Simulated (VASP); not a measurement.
# B: single point with B3LYP

The system is B.

```
B
1.0
     2.49717    0.00000    0.00000
     0.00000    2.49717    0.00000
     0.00000    0.00000    1.56985
B
1
Cartesian
  1.2486 1.2486 0.7849
```

```yaml
Program: VASP 6.6.1
Task: single point
Functional: B3LYP
Potentials_or_basis: VASP PAW PBE potentials, release 64 (B)
Cutoff: 520 eV
k_mesh: 6 × 6 × 8
Occupations: fermi-dirac, width 0.05 eV
Spin: no spin polarisation
Dipole_correction: no
Grid_for_exact_exchange_PRECFOCK: Normal
Further_INCAR_settings: ALGO = Normal; EDIFF = 1e-06; NBANDS = 8
```

| Property | Result |
| --- | --- |
| Pressure | -0.3 GPa |

Stress tensor (GPa, compression positive):
```
 0.00  0.00  0.00
 0.00  0.00  0.00
 0.00  0.00 -0.90
```

Levels at points of the mesh, in eV from the Fermi level:
| k point | band 1 | band 2 | band 3 | band 4 | band 5 |
| --- | --- | --- | --- | --- | --- |
| (0.00, 0.00, 0.00) | -14.73 | 4.15 | 4.15 | 14.15 | 14.31 |
| (0.50, 0.00, 0.00) | -10.78 | -7.45 | 5.66 | 18.49 | 19.19 |
| (0.50, 0.50, 0.00) | -6.85 | -4.67 | -4.67 | 6.13 | 29.98 |
| (0.00, 0.00, 0.50) | -6.54 | 3.83 | 14.39 | 14.39 | 21.65 |
| (0.50, 0.00, 0.50) | -5.06 | 6.76 | 8.48 | 12.77 | 15.35 |
| (0.50, 0.50, 0.50) | -3.83 | 8.71 | 8.71 | 13.76 | 16.48 |

It took 3.4 min on 1 thread of AMD EPYC 7R13, on a shared host, peak memory 0.09 GiB.

Caveat: the k points lie up to 0.50 Å⁻¹ apart; the PAW data sets were made with another functional, which shifts forces and pressure a little.
